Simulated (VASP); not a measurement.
# Al in VASP: further runs

The runs below take Al through single point, with PBE.

Everything below comes from runs of VASP 6.6.1. Logs are shortened: lines on timing, memory, paths and dates and some standing lists are left out, and cuts for length are marked.

### Step 1. The cell of the first run

The cell holds a slab with vacuum, 28 atoms: a = 8.591 Å, b = 8.591 Å, c = 17.050 Å, α = 90.00°, β = 90.00°, γ = 90.00°.

### Step 2. Single point, PBE

Contents of INCAR:

```
SYSTEM = Al
ALGO = Normal ; EDIFF = 1E-7
ENCUT = 520 ; GGA = PE
ISIF = 2 ; ISMEAR = 0
LASPH = .TRUE. ; LCHARG = .FALSE.
LREAL = Auto ; LWAVE = .FALSE.
NBANDS = 62 ; NELM = 80
PREC = Accurate ; SIGMA = 0.1
```

Contents of KPOINTS:

```
k-points
0
G
  2 2 1
  0 0 0
```

Contents of POSCAR:

```
Al
1.0
    8.5913470000      0.0000000000      0.0000000000
    0.0000000000      8.5913470000      0.0000000000
    0.0000000000      0.0000000000     17.0500000000
Al
28
Direct
    0.0000000000      0.0000000000      0.0586510264
    0.3333332945      0.0000000000      0.0586510264
    0.6666667055      0.0000000000      0.0586510264
    0.0000000000      0.3333332945      0.0586510264
    0.3333332945      0.3333332945      0.0586510264
    0.6666667055      0.3333332945      0.0586510264
    0.0000000000      0.6666667055      0.0586510264
    0.3333332945      0.6666667055      0.0586510264
    0.6666667055      0.6666667055      0.0586510264
    0.1715259551      0.1666688588      0.1804769501
    0.5039638138      0.1667885141      0.1827907331
    0.8349773324      0.1667172796      0.1832184751
    0.1695096240      0.5012835589      0.1783868622
    0.5014971459      0.4986762844      0.1807972434
    0.8319173932      0.5015574391      0.1797808211
    0.1694101053      0.8322023310      0.1784270968
    0.5014828292      0.8346279111      0.1807636950
    0.8319639516      0.8319481218      0.1798152493
    0.0108471931     -0.0181121773      0.2983916716
    0.3363464425     -0.0001821600      0.3027768328
    0.6723066825     -0.0019504508      0.3080825806
    0.0108675624      0.3515558154      0.2981336657
    0.3362799803      0.3336470986      0.3028462170
    0.6724940804      0.3353692966      0.3082120821
    0.0002848215      0.6667648274      0.3002459238
    0.3334443365      0.6666050155      0.3006878006
    0.6655636188      0.6666640284      0.3024588270
    0.9361813695      0.1670825308      0.4178148387
```

Potentials or basis: VASP PAW PBE potentials, release 64 (Al).

The run is started by

```bash
$ cat potpaw_PBE.64/Al/POTCAR > POTCAR
$ mpirun -np 1 vasp_std > vasp.out
```

OUTCAR:

```text
SYSTEM = Al
   EDIFF = 1E-7
   ENCUT = 520
   GGA = PE
   ISIF = 2
   ISMEAR = 0
   LASPH = .TRUE.
   LREAL = Auto
   NELM = 80
   PREC = Accurate

 ion  position               nearest neighbor table
   1  0.000  0.000  0.059-   2 2.86   3 2.86   4 2.86   7 2.86  16 2.89  18 2.90  10 2.92  12 2.93

   2  0.333  0.000  0.059-   1 2.86   5 2.86   8 2.86   3 2.86  16 2.87  10 2.88  17 2.91  11 2.95

   3  0.667  0.000  0.059-   1 2.86   6 2.86   9 2.86   2 2.86  17 2.89  18 2.89  11 2.91  12 2.94

   4  0.000  0.333  0.059-   1 2.86   5 2.86   6 2.86   7 2.86  13 2.89  15 2.91  10 2.92  12 2.93

   5  0.333  0.333  0.059-   2 2.86   4 2.86   6 2.86   8 2.86  13 2.87  10 2.88  14 2.91  11 2.95

   6  0.667  0.333  0.059-   3 2.86   4 2.86   5 2.86   9 2.86  14 2.89  15 2.89  11 2.91  12 2.94
[... 35 lines left out ...]
  24  0.672  0.335  0.308-  27 2.85  23 2.89  21 2.90  22 2.92  12 2.93  15 2.95  11 2.96  14 2.97
                            28 3.27
  25  0.000  0.667  0.300-  19 2.71  22 2.71  26 2.86  27 2.88  18 2.88  15 2.89  16 2.91  13 2.91

  26  0.333  0.667  0.301-  27 2.85  23 2.86  25 2.86  20 2.86  14 2.89  17 2.89  13 2.89  16 2.89

  27  0.666  0.667  0.302-  24 2.85  21 2.85  26 2.85  25 2.88  14 2.89  17 2.89  15 2.90  18 2.90

  28  0.936  0.167  0.418-  22 2.66  19 2.66  24 3.27  21 3.28

  LATTYP: Found a simple tetragonal cell.
 ALAT       =     8.5913470000
 C/A-ratio  =     1.9845549249

  Lattice vectors:

 A1 = (   8.5913470000,   0.0000000000,   0.0000000000)
 A2 = (   0.0000000000,   8.5913470000,   0.0000000000)
 A3 = (   0.0000000000,   0.0000000000,  17.0500000000)

Analysis of symmetry for initial positions (statically):
=====================================================================
 Subroutine PRICEL returns:
 Original cell was already a primitive cell.

 Routine SETGRP: Setting up the symmetry group for a
 simple tetragonal supercell.

 Subroutine GETGRP returns: Found  1 space group operations
 (whereof  1 operations were pure point group operations)
 out of a pool of 16 trial point group operations.

The static configuration has the point symmetry C_1 .

Analysis of symmetry for dynamics (positions and initial velocities):
=====================================================================
 Subroutine PRICEL returns:
 Original cell was already a primitive cell.

 Routine SETGRP: Setting up the symmetry group for a
 simple tetragonal supercell.

 Subroutine GETGRP returns: Found  1 space group operations
 (whereof  1 operations were pure point group operations)
 out of a pool of 16 trial point group operations.

The dynamic configuration has the point symmetry C_1 .

 Subroutine INISYM returns: Found  1 space group operations
 (whereof  1 operations are pure point group operations),
 and found     1 'primitive' translations

----------------------------------------------------------------------------------------

                                     Primitive cell

  volume of cell :    1258.4817

  direct lattice vectors                    reciprocal lattice vectors
     8.591347000  0.000000000  0.000000000     0.116396183  0.000000000  0.000000000
     0.000000000  8.591347000  0.000000000     0.000000000  0.116396183  0.000000000
     0.000000000  0.000000000 17.050000000     0.000000000  0.000000000  0.058651026

  length of vectors
     8.591347000  8.591347000 17.050000000     0.116396183  0.116396183  0.058651026

  position of ions in fractional coordinates (direct lattice)
     0.000000000  0.000000000  0.058651026
     0.333333295  0.000000000  0.058651026
     0.666666705  0.000000000  0.058651026
     0.000000000  0.333333295  0.058651026
     0.333333295  0.333333295  0.058651026
     0.666666705  0.333333295  0.058651026
[... 20 lines left out ...]
     0.665563619  0.666664028  0.302458827
     0.936181369  0.167082531  0.417814839

  ion indices of the primitive-cell ions
   primitive index   ion index
                 1           1
                 2           2
                 3           3
                 4           4
                 5           5
                 6           6
[... 20 lines left out ...]
                27          27
                28          28

----------------------------------------------------------------------------------------

 KPOINTS: k-points

Automatic generation of k-mesh.
 Grid dimensions read from file:
 generate k-points for:    2    2    1

 Generating k-lattice:

  Cartesian coordinates                     Fractional coordinates (reciprocal lattice)
     0.058198092  0.000000000  0.000000000     0.500000000  0.000000000  0.000000000
     0.000000000  0.058198092  0.000000000     0.000000000  0.500000000  0.000000000
     0.000000000  0.000000000  0.058651026     0.000000000  0.000000000  1.000000000

  Length of vectors
     0.058198092  0.058198092  0.058651026

  Shift w.r.t. Gamma in fractional coordinates (k-lattice)
     0.000000000  0.000000000  0.000000000

 Subroutine IBZKPT returns following result:
 ===========================================

 Found      4 irreducible k-points:

 Following reciprocal coordinates:
            Coordinates               Weight
  0.000000  0.000000  0.000000      1.000000
  0.500000  0.000000  0.000000      1.000000
  0.000000  0.500000  0.000000      1.000000
  0.500000  0.500000  0.000000      1.000000
   k-points           NKPTS =      4   k-points in BZ     NKDIM =      4   number of bands    NBANDS=     62
   number of dos      NEDOS =    301   number of ions     NIONS =     28
   total plane-waves  NPLWV = 524288
   dimension x,y,z NGX =    64 NGY =   64 NGZ =  128
   dimension x,y,z NGXF=   128 NGYF=  128 NGZF=  256
   ions per type =              28
   NGX,Y,Z   is equivalent  to a cutoff of  12.38, 12.38, 12.48 a.u.
   NGXF,Y,Z  is equivalent  to a cutoff of  24.77, 24.77, 24.96 a.u.
 SYSTEM =  Al
   PREC   = accura    normal or accurate (medium, high low for compatibility)
   ISTART =      0    job   : 0-new  1-cont  2-samecut
   ICHARG =      2    charge: 1-file 2-atom 10-const
   ISPIN  =      1    spin polarized calculation?
   LNONCOLLINEAR =      F non collinear calculations
   LSORBIT =      F    spin-orbit coupling
   LASPH  =      T    aspherical Exc in radial PAW
   ENCUT  =  520.0 eV  38.22 Ry    6.18 a.u.  15.97 15.97 31.70*2*pi/ulx,y,z
   NELM   =     80;   NELMIN=  2; NELMDL= -5     # of ELM steps
   EDIFF  = 0.1E-06   stopping-criterion for ELM
   LREAL  =      T    real-space projection
   EDIFFG = 0.1E-05   stopping-criterion for IOM
   NSW    =      0    number of steps for IOM
   IBRION =     -1    ionic relax: 0-MD 1-quasi-New 2-CG
   NFREE  =      0    steps in history (QN), initial steepest desc. (CG)
   ISIF   =      2    stress and relaxation
   ISYM   =      2    0-nonsym 1-usesym 2-fastsym
   POTIM  = 0.5000    time-step for ionic-motion
   TEBEG  =    0.0;   TEEND  =   0.0 temperature during run
   PSTRESS=    0.0 pullay stress
   NELECT =      84.0000    total number of electrons
   NUPDOWN=      -1.0000    fix difference up-down
   EMIN   =  10.00;   EMAX   =-10.00  energy-range for DOS
   EFERMI =   0.00;   METHOD = LEGACY
   ISMEAR =     0;   SIGMA  =   0.10  broadening in eV -4-tet -1-fermi 0-gaus
   EFERMI_NEDOS =   21; number of points for ismear=-14 and -15
   IALGO  =     38    algorithm
   IMIX   =      4    mixing-type and parameters
     AMIX     =   0.40;   BMIX     =  1.00
     AMIX_MAG =   1.60;   BMIX_MAG =  1.00
  volume/ion in A,a.u.               =      44.95       303.31
  Fermi-wavevector in a.u.,A,eV,Ry     =   0.664078  1.254925  6.000160  0.440999
  Thomas-Fermi vector in A             =   1.737654
   LORBIT       =      0    0 simple, 1 ext, 2 COOP (PROOUT), +10 PAW based schemes
   GGA     = PE    functional components
   LHFCALC =     F    Hartree Fock is set to
   AEXX    =    0.0000 exact exchange contribution
   IVDW    =     0    specifies the selected vdW correction
   LEPSILON=     F    determine dielectric tensor
   LRPA    =     F    only Hartree local field effects (RPA)
 non-spin polarized calculation
 Gauss-broadening in eV      SIGMA  =   0.10
  energy-cutoff  :      520.00
  volume of cell :     1258.48
 maximum number of plane-waves:     33871
 NGX is ok and might be reduce to    64
   NGX = 31   NGY = 31   NGZ = 63

 number of electron      84.0000000 magnetization

 Free energy of the ion-electron system (eV)
  ---------------------------------------------------
  ext. energy  EPLUGINS =         0.00000000
  ---------------------------------------------------
  free energy    TOTEN  =       -94.80441789 eV

  energy without entropy =      -94.69761410  energy(sigma->0) =      -94.75101599

 E-fermi :   0.3029     XC(G=0):  -5.0017

 val. band max:        0.2695688140   @ k =   0.0000   0.0000   0.0000
 cond. band min:       0.3196507850   @ k =   0.5000   0.0000   0.0000
 fundamental gap:      0.0500819710
 Fermi energy:         0.3028723353

 k-point     1 :       0.0000    0.0000    0.0000
  band No.  band energies     occupation
      1      -9.8812      2.00000
      2      -7.9226      2.00000
      3      -7.9122      2.00000
      4      -7.8987      2.00000
      5      -7.8888      2.00000
      6      -7.7775      2.00000
[... 46 lines left out ...]
     53       1.1626      0.00000
     54       1.5235      0.00000

 k-point     2 :       0.5000    0.0000    0.0000
  band No.  band energies     occupation
      1      -9.4191      2.00000
      2      -9.3452      2.00000
      3      -7.4755      2.00000
      4      -7.4437      2.00000
      5      -7.3860      2.00000
      6      -7.3614      2.00000
[... 46 lines left out ...]
     53       2.0357      0.00000
     54       2.0737      0.00000

 k-point     3 :       0.0000    0.5000    0.0000
  band No.  band energies     occupation
      1      -9.4108      2.00000
      2      -9.3540      2.00000
      3      -7.4463      2.00000
      4      -7.4386      2.00000
      5      -7.4308      2.00000
      6      -7.3721      2.00000
[... 46 lines left out ...]
     53       2.0364      0.00000
     54       2.0695      0.00000

 k-point     4 :       0.5000    0.5000    0.0000
  band No.  band energies     occupation
      1      -8.9525      2.00000
      2      -8.8918      2.00000
      3      -8.8734      2.00000
      4      -8.8224      2.00000
      5      -6.9665      2.00000
      6      -6.8489      2.00000
[... 46 lines left out ...]
     53       1.9630      0.00000
     54       1.9768      0.00000
 [bands above 54 left out]

------------------------ aborting loop because EDIFF is reached ----------------------------------------

  FORCE on cell =-STRESS in cart. coord.  units (eV):
  Direction    XX          YY          ZZ          XY          YZ          ZX
  --------------------------------------------------------------------------------------
  -------------------------------------------------------------------------------------
  Total      -13.0859639    -16.9932130     -0.5804355     -0.0109356     -0.0155822     -2.0832176
  in kB      -16.6597852    -21.6341172     -0.7389544     -0.0139221     -0.0198377     -2.6521514
  external PRESSURE =     -13.0109523 kB  Pullay stress =       0.0000000 kB

 VOLUME and BASIS-vectors are now :
 -----------------------------------------------------------------------------
  energy-cutoff  :      520.00
  volume of cell :     1258.48
      direct lattice vectors                 reciprocal lattice vectors
     8.591347000  0.000000000  0.000000000     0.116396183  0.000000000  0.000000000
     0.000000000  8.591347000  0.000000000     0.000000000  0.116396183  0.000000000
     0.000000000  0.000000000 17.050000000     0.000000000  0.000000000  0.058651026

 POSITION                                       TOTAL-FORCE (eV/Angst)
 -----------------------------------------------------------------------------------
      0.00000      0.00000      1.00000         0.006461      0.014082     -0.058227
      2.86378      0.00000      1.00000         0.010060      0.003163      0.050287
      5.72757      0.00000      1.00000         0.000560      0.037785     -0.098158
      0.00000      2.86378      1.00000         0.006039     -0.014501     -0.056350
      2.86378      2.86378      1.00000         0.005450     -0.006990      0.048173
      5.72757      2.86378      1.00000         0.005724     -0.041854     -0.101030
[... 20 lines left out ...]
      5.71809      5.72754      5.15692         0.006196      0.004203      0.009621
      8.04306      1.43546      7.12374        -0.668190      0.001780     -0.163732
 -----------------------------------------------------------------------------------
    total drift:                               -0.003378      0.016199      0.002497

  FREE ENERGIE OF THE ION-ELECTRON SYSTEM (eV)
  ---------------------------------------------------
  free  energy   TOTEN  =       -94.8044178882 eV

  energy  without entropy=      -94.6976140996  energy(sigma->0) =      -94.75101599
```

Run time: 18 min. Hardware: 1 thread of AMD EPYC 7R43 (Zen 3), shared host; peak memory 1 GiB.

What came out:

```yaml
Free_energy: -94.8044 eV
Largest_force: 0.688 eV/Å
Band_gap_on_the_k_mesh: zero (bands 42 and 43 overlap by 0.10 eV)
```

Forces in eV/Å, atoms in the order of the input:
```
Al   0.006  0.014 -0.058
Al   0.010  0.003  0.050
Al   0.001  0.038 -0.098
Al   0.006 -0.015 -0.056
Al   0.005 -0.007  0.048
Al   0.006 -0.042 -0.101
Al   0.028  0.000  0.098
Al  -0.030  0.003  0.088
Al   0.063  0.003  0.075
Al   0.033  0.003 -0.007
Al   0.039  0.001 -0.002
Al   0.034  0.002  0.056
Al   0.005  0.001 -0.019
Al   0.019 -0.003 -0.004
Al   0.011  0.002  0.011
Al   0.012 -0.003 -0.015
Al   0.015  0.003 -0.007
Al   0.005 -0.007  0.010
Al   0.110 -0.011  0.010
Al   0.068  0.000 -0.029
Al   0.025 -0.023  0.075
Al   0.111  0.012  0.014
Al   0.069 -0.004 -0.029
Al   0.024  0.020  0.074
Al   0.006 -0.002  0.001
Al  -0.017  0.005 -0.031
Al   0.006  0.004  0.010
Al  -0.668  0.002 -0.164
```

Caveat: the k points lie up to 0.37 Å⁻¹ apart.

(Part 1 of 2 ends here.)
